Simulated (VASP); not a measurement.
Wanted: the native input for a VASP 6.6.1 run.

* Task: single point
* Functional: PBE
* Potentials or basis: VASP PAW PBE potentials, release 64 (Co_sv, O)
* Cutoff: 700 eV
* k mesh: 11 × 11 × 10
* Occupations: fermi-dirac, width 0.05 eV
* Spin: collinear spin, ferromagnetic start
* Starting moments: [3.5, 0.0] μB
* Dipole correction: no
* Further INCAR settings: ALGO = Normal; EDIFF = 1e-06; NBANDS = 22

The structure of CoO lies in POSCAR:

```
CoO
1.0
    2.8562992300      0.0000000000      0.0000000000
   -1.4281496100      2.4736276900      0.0000000000
    0.0000000000      0.0000000000      2.7876065300
Co O
1 1
Direct
    0.0000000000      0.0000000000      0.0000000000
    0.6666666667      0.3333333333      0.5000000000
```

The input as run:

INCAR

```
SYSTEM = CoO
ALGO = Normal
EDIFF = 1E-6
ENCUT = 700
GGA = PE
GGA_COMPAT = .False.
ISIF = 2
ISMEAR = -1
ISPIN = 2
LASPH = .True.
LCHARG = .True.
LELF = .True.
LMAXMIX = 4
LORBIT = 11
LREAL = .False.
LVHAR = .True.
LWAVE = .False.
MAGMOM = 3.5 0
NBANDS = 22
NELM = 200
PREC = Accurate
SIGMA = 0.05
```

KPOINTS

```
k-points
0
Gamma
  11 11 10
  0 0 0
```

Potentials or basis: VASP PAW PBE potentials, release 64 (Co_sv, O).

Run with:

```sh
$ cat potpaw_PBE.64/Co_sv/POTCAR potpaw_PBE.64/O/POTCAR > POTCAR
$ mpirun -np 1 vasp_std > vasp.out
```

It gave:

```
Pressure                                              : -9.0 GPa
Band gap on the k mesh                                : zero (filled and empty bands overlap)
Net moment                                            : 3.00 μB per cell
Site moments                                          : Co +2.53; O +0.39 μB
Valence electrons inside the program's atomic spheres : Co 14.85; O 4.95
```

Caveat: the cell stands under tension; a cell with one magnetic atom can't hold antiferromagnetic order, which such compounds often take; semilocal functionals often make such compounds metallic where correlation or magnetic order opens a gap, which also shifts bond lengths.

Wall time 63 s on 1 thread of Intel(R) Xeon(R) 6975P-C (Granite Rapids), with other jobs on the host, peak memory 0.22 GiB.
